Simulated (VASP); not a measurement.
# Nb (P6_3/mmc) in VASP: a series of runs, part 2 of 2

VASP 6.6.1.

## Step 3: Single point, RPBE (20.54 Å³/atom)

This run uses another cell than the first one, of 20.54 Å³/atom.

File INCAR:

```
SYSTEM = Nb
PREC = Accurate ; ENCUT = 520
EDIFF = 1E-6 ; ISMEAR = -1
SIGMA = 0.1 ; LREAL = .False.
LASPH = .True. ; NELM = 80
ALGO = Normal ; ISIF = 2
LWAVE = .False. ; LCHARG = .False.
GGA = RP ; NBANDS = 34
```

File KPOINTS:

```
regular mesh
0
Gamma
  14 14 4
  0 0 0
```

File POSCAR:

```
Nb
1.0
    2.9593897953      0.0000000000      0.0000000000
   -1.4796948977      2.5629067424      0.0000000000
    0.0000000000      0.0000000000     10.8326223180
Nb
4
Direct
    0.0000000000      1.0000000000      1.0000000000
    0.0000000000      1.0000000000      0.5000000000
    0.3333333333      0.6666666667      0.2500000000
    0.6666666667      0.3333333333      0.7500000000
```

Potentials or basis: VASP PAW PBE potentials, release 64 (Nb_sv).

On the command line:

```console
$ cat potpaw_PBE.64/Nb_sv/POTCAR > POTCAR
$ mpirun -np 1 vasp_std > vasp.out
```

OUTCAR:

```text
SYSTEM = Nb
   PREC = Accurate
   ENCUT = 520
   EDIFF = 1E-6
   ISMEAR = -1
   LREAL = .False.
   LASPH = .True.
   NELM = 80
   ISIF = 2
   GGA = RP

 ion  position               nearest neighbor table
   1  0.000  0.000  0.000-
   2  0.000  0.000  0.500-
   3  0.333  0.667  0.250-
   4  0.667  0.333  0.750-

  LATTYP: Found a hexagonal cell.
 ALAT       =     2.9593897953
 C/A-ratio  =     3.6604242994

  Lattice vectors:

 A1 = (   2.9593897953,   0.0000000000,   0.0000000000)
 A2 = (  -1.4796948977,   2.5629067424,   0.0000000000)
 A3 = (   0.0000000000,   0.0000000000,  10.8326223180)

Analysis of symmetry for initial positions (statically):
=====================================================================
 Subroutine PRICEL returns:
 Original cell was already a primitive cell.

 Routine SETGRP: Setting up the symmetry group for a
 hexagonal supercell.

 Subroutine GETGRP returns: Found 24 space group operations
 (whereof 12 operations were pure point group operations)
 out of a pool of 24 trial point group operations.

The static configuration has the point symmetry D_3d.
 The point group associated with its full space group is D_6h.

Analysis of symmetry for dynamics (positions and initial velocities):
=====================================================================
 Subroutine PRICEL returns:
 Original cell was already a primitive cell.

 Routine SETGRP: Setting up the symmetry group for a
 hexagonal supercell.

 Subroutine GETGRP returns: Found 24 space group operations
 (whereof 12 operations were pure point group operations)
 out of a pool of 24 trial point group operations.

[... 117 lines left out ...]
   NUPDOWN=      -1.0000    fix difference up-down
   EMIN   =  10.00;   EMAX   =-10.00  energy-range for DOS
   EFERMI =   0.00;   METHOD = LEGACY
   ISMEAR =    -1;   SIGMA  =   0.10  broadening in eV -4-tet -1-fermi 0-gaus
   EFERMI_NEDOS =   21; number of points for ismear=-14 and -15
   IALGO  =     38    algorithm
   IMIX   =      4    mixing-type and parameters
     AMIX     =   0.40;   BMIX     =  1.00
     AMIX_MAG =   1.60;   BMIX_MAG =  1.00
  volume/ion in A,a.u.               =      20.54       138.61
  Fermi-wavevector in a.u.,A,eV,Ry     =   1.405572  2.656146 26.880113  1.975633
  Thomas-Fermi vector in A             =   2.528020
   LORBIT       =      0    0 simple, 1 ext, 2 COOP (PROOUT), +10 PAW based schemes
   GGA     = RP    functional components
   LHFCALC =     F    Hartree Fock is set to
   AEXX    =    0.0000 exact exchange contribution
   IVDW    =     0    specifies the selected vdW correction
   LEPSILON=     F    determine dielectric tensor
   LRPA    =     F    only Hartree local field effects (RPA)
 non-spin polarized calculation
  energy-cutoff  :      520.00
  volume of cell :       82.16
 maximum number of plane-waves:      2272
 NGX is ok and might be reduce to    24
   NGX = 11   NGY = 11   NGZ = 41

 number of electron      51.9999999 magnetization

 Free energy of the ion-electron system (eV)
  ---------------------------------------------------
  ext. energy  EPLUGINS =         0.00000000
  ---------------------------------------------------
  free energy    TOTEN  =       -37.56212575 eV

  energy without entropy =      -37.36318287  energy(sigma->0) =      -37.46265431

 E-fermi :   9.8264     XC(G=0): -11.7498

 val. band max:        9.8248137509   @ k =   0.3571   0.2143   0.5000
 cond. band min:       9.8315572419   @ k =   0.4286   0.0000   0.2500
 fundamental gap:      0.0067434911
 Fermi energy:         9.8263820978

 k-point     1 :       0.0000    0.0000    0.0000
  band No.  band energies     occupation
      1     -45.0605      2.00000
      2     -45.0326      2.00000
      3     -45.0039      2.00000
      4     -44.9756      2.00000
      5     -21.3950      2.00000
      6     -21.0858      2.00000
[... 877 lines left out ...]
     33      12.7381      0.00000
     34      13.5316      0.00000

 [... further k-points ...]

------------------------ aborting loop because EDIFF is reached ----------------------------------------

  FORCE on cell =-STRESS in cart. coord.  units (eV):
  Direction    XX          YY          ZZ          XY          YZ          ZX
  --------------------------------------------------------------------------------------
  -------------------------------------------------------------------------------------
  Total       -5.4872478     -5.4872478     -5.2147361      0.0000000      0.0000000      0.0000000
  in kB     -107.0031534   -107.0031534   -101.6890858      0.0000000      0.0000000      0.0000000
  external PRESSURE =    -105.2317976 kB  Pullay stress =       0.0000000 kB

 VOLUME and BASIS-vectors are now :
 -----------------------------------------------------------------------------
  energy-cutoff  :      520.00
  volume of cell :       82.16
      direct lattice vectors                 reciprocal lattice vectors
     2.959389795  0.000000000  0.000000000     0.337907498  0.195090985  0.000000000
    -1.479694898  2.562906742  0.000000000     0.000000000  0.390181969  0.000000000
     0.000000000  0.000000000 10.832622318     0.000000000  0.000000000  0.092313751

 POSITION                                       TOTAL-FORCE (eV/Angst)
 -----------------------------------------------------------------------------------
      0.00000      0.00000      0.00000         0.000000      0.000000      0.000000
      0.00000      0.00000      5.41631        -0.000000      0.000000      0.000000
     -0.00000      1.70860      2.70816         0.000000     -0.000000     -0.000000
      1.47969      0.85430      8.12447        -0.000000      0.000000      0.000000
 -----------------------------------------------------------------------------------
    total drift:                               -0.000000      0.000000      0.000000

  FREE ENERGIE OF THE ION-ELECTRON SYSTEM (eV)
  ---------------------------------------------------
  free  energy   TOTEN  =       -37.5621257538 eV

  energy  without entropy=      -37.3631828738  energy(sigma->0) =      -37.46265431
```

OSZICAR:

```text
N       E                     dE             d eps       ncg     rms          rms(c)
DAV:   1     0.679579279096E+03    0.67958E+03   -0.28641E+04  4912   0.159E+03
DAV:   2     0.159944011032E+02   -0.66358E+03   -0.64969E+03  5666   0.658E+02
DAV:   3    -0.358509428874E+02   -0.51845E+02   -0.50097E+02  8502   0.131E+02
DAV:   4    -0.392006535422E+02   -0.33497E+01   -0.32717E+01  7984   0.311E+01
DAV:   5    -0.394304013750E+02   -0.22975E+00   -0.22762E+00  8088   0.764E+00    0.117E+01
DAV:   6    -0.377231484140E+02    0.17073E+01   -0.37054E+00  6768   0.144E+01    0.396E+00
DAV:   7    -0.375534253304E+02    0.16972E+00   -0.14742E+00  8168   0.806E+00    0.228E+00
DAV:   8    -0.375658674234E+02   -0.12442E-01   -0.40801E-01  7534   0.353E+00    0.193E+00
DAV:   9    -0.375627154442E+02    0.31520E-02   -0.17985E-01  7922   0.275E+00    0.287E-01
DAV:  10    -0.375620885082E+02    0.62694E-03   -0.14268E-02  6970   0.102E+00    0.808E-02
DAV:  11    -0.375621198170E+02   -0.31309E-04   -0.11945E-03  8204   0.225E-01    0.325E-02
DAV:  12    -0.375621259652E+02   -0.61482E-05   -0.79662E-05  8084   0.742E-02    0.128E-02
DAV:  13    -0.375621257538E+02    0.21140E-06   -0.96211E-06  7424   0.280E-02
   1 F= -.37562126E+02 E0= -.37462654E+02  d E =-.198943E+00
```

stdout:

```text
POSCAR found type information on POSCAR Nb
 POSCAR found :  1 types and       4 ions
 scaLAPACK will be used
 -----------------------------------------------------------------------------
|                                                                             |
|                                                                             |
|     You enforced a specific xc type in the INCAR file but a different       |
|     I HOPE YOU KNOW WHAT YOU ARE DOING!                                     |
|                                                                             |
 -----------------------------------------------------------------------------

 LDA part: xc-table for (Slater+PW92), standard interpolation
 POSCAR, INCAR and KPOINTS ok, starting setup
 FFT: planning ... GRIDC
 FFT: planning ... GRID_SOFT
 FFT: planning ... GRID
 WAVECAR not read
 entering main loop
```

Wall time 83 s (1 thread of Intel Xeon 6975P-C (Granite Rapids), shared host); peak memory 0.29 GiB.

Results:

```
Free energy            : -37.5621 eV
Pressure               : -10.5 GPa
Band gap on the k mesh : zero (bands 26 and 27 overlap by 1.17 eV)
```

Stress tensor (GPa, compression positive):
```
-10.70   0.00   0.00
  0.00 -10.70   0.00
  0.00   0.00 -10.17
```

Caveat: the cell stands under tension; the PAW data sets were made with another functional, which shifts forces and pressure a little.

## Step 4: Relaxation of cell and atoms, RPBE

This run uses another cell than the first one, of 17.98 Å³/atom.

File INCAR:

```
ALGO = Normal
EDIFF = 1E-7
EDIFFG = -0.01
ENCUT = 600
GGA = RP
IBRION = 2
ISIF = 3
ISMEAR = -1
LASPH = True
LCHARG = False
LREAL = False
LWAVE = False
NELM = 100
NSW = 80
PREC = Accurate
SIGMA = 0.1
```

File KPOINTS:

```
k-points
0
Gamma
  12 12 4
```

File POSCAR:

```
Nb
1.0
    2.9403180252      0.0000000000      0.0000000000
   -1.4701590126      2.5463901050      0.0000000000
    0.0000000000      0.0000000000      9.6030786702
Nb
4
Direct
    0.0000000000      0.0000000000      0.0000000000
    0.0000000000      0.0000000000      0.5000000000
    0.3333333333      0.6666666667      0.2500000000
    0.6666666667      0.3333333333      0.7500000000
```

On the command line:

```console
$ cat potpaw_PBE.64/Nb_sv/POTCAR > POTCAR
$ mpirun -np 1 vasp_std > vasp.out
```

Run time: 14 min. Hardware: 1 thread of Intel Xeon 6975P-C (Granite Rapids), shared host; peak memory 0.27 GiB.

The run converged. Its results:

| Quantity | Value |
| --- | --- |
| Free energy | -37.7723 eV |
| Relaxed volume | 18.98 Å³/atom |
| Relaxed cell | a = 2.883 Å, b = 2.883 Å, c = 10.549 Å, α = 90.00°, β = 90.00°, γ = 120.00° |
| Space group after relaxing (to 0.1 Å) | P6_3/mmc (No. 194) |
| Energy gained by relaxing | 65.4 meV/atom |
| Ionic steps | 13 |
| Pressure after relaxing | 0.0 GPa |
| Band gap on the k mesh | zero (bands 26 and 27 overlap by 1.38 eV) |

Step by step:
| step | energy change (eV) | largest force (eV/Å) | pressure (GPa) | volume (Å³) |
| --- | --- | --- | --- | --- |
| 1 | 0.0000 | 0.0000 | 9.88 | 71.90 |
| 2 | 0.1929 | 0.0000 | -12.89 | 84.04 |
| 3 | -0.1349 | 0.0000 | -0.63 | 76.42 |
| 4 | -0.1350 | 0.0000 | -0.41 | 76.31 |
| 5 | -0.1655 | 0.0000 | -0.49 | 76.31 |
| 6 | -0.2528 | 0.0000 | -0.50 | 76.15 |
| 7 | 0.0745 | 0.0000 | 3.82 | 75.26 |
| 8 | -0.2603 | 0.0000 | -0.38 | 76.10 |
| 9 | -0.2614 | 0.0000 | -0.27 | 76.06 |
| 10 | -0.2614 | 0.0000 | -0.30 | 76.07 |
| 11 | -0.2602 | 0.0000 | 0.94 | 75.46 |
| 12 | -0.2615 | 0.0000 | 0.00 | 75.92 |
| 13 | -0.2616 | 0.0000 | 0.00 | 75.92 |

Final structure:
```yaml
crystal:
  lattice:
    - [2.88282, 0.00000, 0.00000]
    - [-1.44141, 2.49660, 0.00000]
    - [0.00000, 0.00000, 10.54885]
  atoms:
    - { symbol: Nb, position: [0.00000, 0.00000, 0.00000] }
    - { symbol: Nb, position: [0.00000, 0.00000, 0.50000] }
    - { symbol: Nb, position: [0.33333, 0.66667, 0.25000] }
    - { symbol: Nb, position: [0.66667, 0.33333, 0.75000] }
```

Levels at points of the mesh, in eV from the Fermi level:
| k point | band 24 | band 25 | band 26 | band 27 | band 28 | band 29 |
| --- | --- | --- | --- | --- | --- | --- |
| (0.00, 0.00, 0.00) | 0.28 | 0.28 | 0.39 | 0.39 | 0.56 | 0.56 |
| (0.50, 0.00, 0.00) | -1.19 | 0.02 | 0.35 | 0.77 | 2.18 | 2.21 |
| (0.00, 0.00, 0.50) | -0.43 | 0.35 | 0.35 | 0.35 | 0.35 | 0.60 |
| (0.50, 0.00, 0.50) | -1.33 | 0.91 | 0.91 | 1.15 | 1.15 | 1.44 |

Caveat: the PAW data sets were made with another functional, which shifts forces and pressure a little.

## Step 5: Summary

```csv
task,cell,k mesh,cutoff (eV),gap on the mesh (eV),pressure (GPa)
single point,"a = 2.922, b = 2.922, c = 10.697 Å, angles 90.0, 90.0, 120.0°, 4 atoms",14 × 14 × 4,520,none,-5.9
single point,"a = 2.959, b = 2.959, c = 10.833 Å, angles 90.0, 90.0, 120.0°, 4 atoms",14 × 14 × 4,520,none,-10.5
relaxation of cell and atoms,"relaxed from a = 2.940, b = 2.940, c = 9.603 Å, angles 90.0, 90.0, 120.0°, 4 atoms",12 × 12 × 4,600,none,0.0
```

Alike in all rows: level RPBE; potentials or basis VASP PAW PBE potentials, release 64 (Nb_sv); no spin polarisation; smearing fermi-dirac 0.1 eV.

Caveats: the PAW data sets were made with another functional, which shifts forces and pressure a little; the cell stands under tension (at least some runs).

Total energies depend on the potentials used, so only differences within one code and one set of settings carry meaning.
